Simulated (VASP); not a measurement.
Set up this calculation in VASP 6.6.1, as the native input.

| Property | Result |
| --- | --- |
| Task | single point |
| Functional | PBE |
| Potentials or basis | VASP PAW PBE potentials, release 64 (As, O) |
| Cutoff | 520 eV |
| k mesh | 33 × 33 × 33 |
| Occupations | fermi-dirac, width 0.0612256 eV |
| Spin | no spin polarisation |
| Dipole correction | no |
| Further INCAR settings | ALGO = Normal; EDIFF = 1e-07; NBANDS = 15 |

The structure of As2O (antifluorite type) lies in POSCAR:

```
As2O
1.0
    0.0000000000      2.9372871904      2.9372871904
    2.9372871904      0.0000000000      2.9372871904
    2.9372871904      2.9372871904      0.0000000000
As O
2 1
Direct
    0.2500000000      0.2500000000      0.2500000000
    0.7500000000      0.7500000000      0.7500000000
    0.0000000000      0.0000000000      0.0000000000
```

These files were run (other wordings do the same):

INCAR

```
SYSTEM = As2O
PREC = Accurate
ENCUT = 520
EDIFF = 1E-7
ISMEAR = -1
SIGMA = 0.06122561905347299
LREAL = .False.
LASPH = .True.
NELM = 80
ALGO = Normal
ISIF = 2
LWAVE = .False.
LCHARG = .False.
GGA = PE
NBANDS = 15
```

KPOINTS

```
Automatic mesh
0
Gamma
  33 33 33
  0 0 0
```

Potentials or basis: VASP PAW PBE potentials, release 64 (As, O).

Run with:

```console
$ cat potpaw_PBE.64/As/POTCAR potpaw_PBE.64/O/POTCAR > POTCAR
$ mpirun -np 1 vasp_std > vasp.out
```

Results of the run:

```
Pressure               : -4.8 GPa
Band gap on the k mesh : zero (bands 8 and 9 overlap by 2.57 eV)
```

Caveat: the cell stands under tension.

Wall time 25 min on 1 thread of AMD EPYC 7R13, with other jobs on the host, peak memory 0.7 GiB.
